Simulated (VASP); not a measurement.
# BiC (Fm-3m) in VASP: further runs, part 2 of 2

VASP 6.6.1.

## (3) Relaxation of cell and atoms, PBE

This run uses another cell than the first one, of 16.98 Å³/atom, 1.003 times its volume.

The input, INCAR:

```
SYSTEM = BiC
PREC = Accurate
ENCUT = 600
EDIFF = 1E-6
ISMEAR = 0
SIGMA = 0.1
LREAL = .False.
LASPH = .True.
NELM = 60
ALGO = Normal
ISIF = 3
LWAVE = .False.
LCHARG = .False.
GGA = PE
IBRION = 2
NSW = 100
EDIFFG = -0.01
```

The input, KPOINTS:

```
regular mesh
0
Gamma
  18 18 18
  0 0 0
```

The input, POSCAR:

```
BiC
1.0
    0.0000000000      2.5705217306      2.5705217306
    2.5705217306      0.0000000000      2.5705217306
    2.5705217306      2.5705217306      0.0000000000
Bi C
1 1
Direct
    0.0000000000      0.0000000000      0.0000000000
    0.5000000000      0.5000000000      0.5000000000
```

Potentials or basis: VASP PAW PBE potentials, release 64 (Bi_d, C).

On the command line:

```bash
$ cat potpaw_PBE.64/Bi_d/POTCAR potpaw_PBE.64/C/POTCAR > POTCAR
$ mpirun -np 1 vasp_std > vasp.out
```

OUTCAR:

```text
SYSTEM = BiC
   PREC = Accurate
   ENCUT = 600
   EDIFF = 1E-6
   ISMEAR = 0
   LREAL = .False.
   LASPH = .True.
   NELM = 60
   ISIF = 3
   GGA = PE
   IBRION = 2
   NSW = 100
   EDIFFG = -0.01

 ion  position               nearest neighbor table
   1  0.000  0.000  0.000-   2 2.57   2 2.57   2 2.57   2 2.57   2 2.57   2 2.57
   2  0.500  0.500  0.500-   1 2.57   1 2.57   1 2.57   1 2.57   1 2.57   1 2.57

  LATTYP: Found a face centered cubic cell.
 ALAT       =     5.1410434612

  Lattice vectors:

 A1 = (   0.0000000000,   2.5705217306,   2.5705217306)
 A2 = (   2.5705217306,   0.0000000000,   2.5705217306)
 A3 = (   2.5705217306,   2.5705217306,   0.0000000000)

Analysis of symmetry for initial positions (statically):
=====================================================================
 Subroutine PRICEL returns:
 Original cell was already a primitive cell.

 Routine SETGRP: Setting up the symmetry group for a
 face centered cubic supercell.

 Subroutine GETGRP returns: Found 48 space group operations
 (whereof 48 operations were pure point group operations)
 out of a pool of 48 trial point group operations.

The static configuration has the point symmetry O_h .
[... 171 lines left out ...]
  Total       -0.0616035     -0.0616035     -0.0616035     -0.0000000     -0.0000000     -0.0000000
  in kB       -2.9055082     -2.9055082     -2.9055082     -0.0000000     -0.0000000     -0.0000000
  external PRESSURE =      -2.9055082 kB  Pullay stress =       0.0000000 kB
[... 95 lines left out ...]
--------------------------------------- Ionic step        4  -------------------------------------------

 number of electron      19.0000000 magnetization

 Free energy of the ion-electron system (eV)
  ---------------------------------------------------
  ext. energy  EPLUGINS =         0.00000000
  ---------------------------------------------------
  free energy    TOTEN  =        -9.73616511 eV

  energy without entropy =       -9.73238437  energy(sigma->0) =       -9.73427474

 E-fermi :   8.9525     XC(G=0): -11.3178

 val. band max:        8.9476940267   @ k =  -0.3889   0.1667   0.0000
 cond. band min:       8.9781120437   @ k =  -0.3889   0.3889   0.1667
 fundamental gap:      0.0304180170
 Fermi energy:         8.9525341435

 k-point     1 :       0.0000    0.0000    0.0000
  band No.  band energies     occupation
      1     -14.0243      2.00000
      2     -14.0243      2.00000
      3     -14.0243      2.00000
      4     -13.9548      2.00000
      5     -13.9548      2.00000
      6      -6.2701      2.00000
      7       5.4660      2.00000
      8       7.8153      2.00000
      9       7.8153      2.00000
     10       7.8153      2.00000
     11      15.6078      0.00000
     12      15.6078      0.00000
     13      15.6078      0.00000
[... 354 lines left out ...]
  band No.  band energies     occupation
      1     -14.0208      2.00000
      2     -14.0078      2.00000
      3     -14.0076      2.00000
      4     -13.9575      2.00000
      5     -13.9405      2.00000
      6      -5.2622      2.00000
      7       2.3270      2.00000
      8       7.4644      2.00000
      9       8.3934      2.00000
     10       9.6340      0.00000
     11      12.0818      0.00000
     12      12.8970      0.00000
     13      13.8584      0.00000

 [... further k-points ...]
[... 5 lines left out ...]
  --------------------------------------------------------------------------------------
  -------------------------------------------------------------------------------------
  Total       -0.0012908     -0.0012908     -0.0012908     -0.0000000     -0.0000000      0.0000000
  in kB       -0.0609841     -0.0609841     -0.0609841     -0.0000000     -0.0000000      0.0000000
  external PRESSURE =      -0.0609841 kB  Pullay stress =       0.0000000 kB
[... 17 lines left out ...]
  FREE ENERGIE OF THE ION-ELECTRON SYSTEM (eV)
  ---------------------------------------------------
  free  energy   TOTEN  =        -9.7361651125 eV

  energy  without entropy=       -9.7323843704  energy(sigma->0) =       -9.73427474

 reached required accuracy - stopping structural energy minimisation
```

CONTCAR:

```text
BiC
   1.00000000000000
    -0.0000000000000000    2.5690339997048315    2.5690339997048315
     2.5690339997048315   -0.0000000000000000    2.5690339997048315
     2.5690339997048315    2.5690339997048315   -0.0000000000000000
  Bi              C
     1     1
Direct
     0.0000000000000000    0.0000000000000000    0.0000000000000000
     0.5000000000000000    0.5000000000000000    0.5000000000000000

  0.00000000E+00  0.00000000E+00  0.00000000E+00
  0.00000000E+00  0.00000000E+00  0.00000000E+00
```

Wall time 3.6 min (1 thread of Intel Xeon Platinum 8259CL at 2.50GHz (Skylake/Cascade Lake), shared host); peak memory 0.26 GiB.

What came out:

| Property | Result |
| --- | --- |
| Free energy | -9.7362 eV |
| Relaxed volume | 16.96 Å³/atom |
| Relaxed cell | a = 3.633 Å, b = 3.633 Å, c = 3.633 Å, α = 60.00°, β = 60.00°, γ = 60.00° |
| Space group after relaxing (to 0.05 Å) | Fm-3m (No. 225) |
| Energy gained by relaxing | 0.0 meV/atom |
| Ionic steps | 4 |
| Pressure after relaxing | 0.0 GPa |

Final structure:
```
CELL_PARAMETERS angstrom
0.00000 2.56903 2.56903
2.56903 0.00000 2.56903
2.56903 2.56903 0.00000
ATOMIC_POSITIONS crystal
Bi 0.00000 0.00000 0.00000
C 0.50000 0.50000 0.50000
```

Levels at points of the mesh, in eV from the Fermi level:
| k point | band 7 | band 8 | band 9 | band 10 | band 11 | band 12 | band 13 |
| --- | --- | --- | --- | --- | --- | --- | --- |
| (0.00, 0.00, 0.00) | -3.49 | -1.14 | -1.14 | -1.14 | 6.66 | 6.66 | 6.66 |
| (0.50, 0.00, 0.00) | -10.80 | -0.32 | -0.32 | 0.81 | 2.06 | 2.36 | 2.36 |
| (0.50, 0.50, 0.00) | -7.08 | -6.62 | -3.50 | -3.50 | 4.43 | 7.09 | 7.34 |

Caveat: spin-orbit coupling is left out, which moves the levels of the heavy elements.
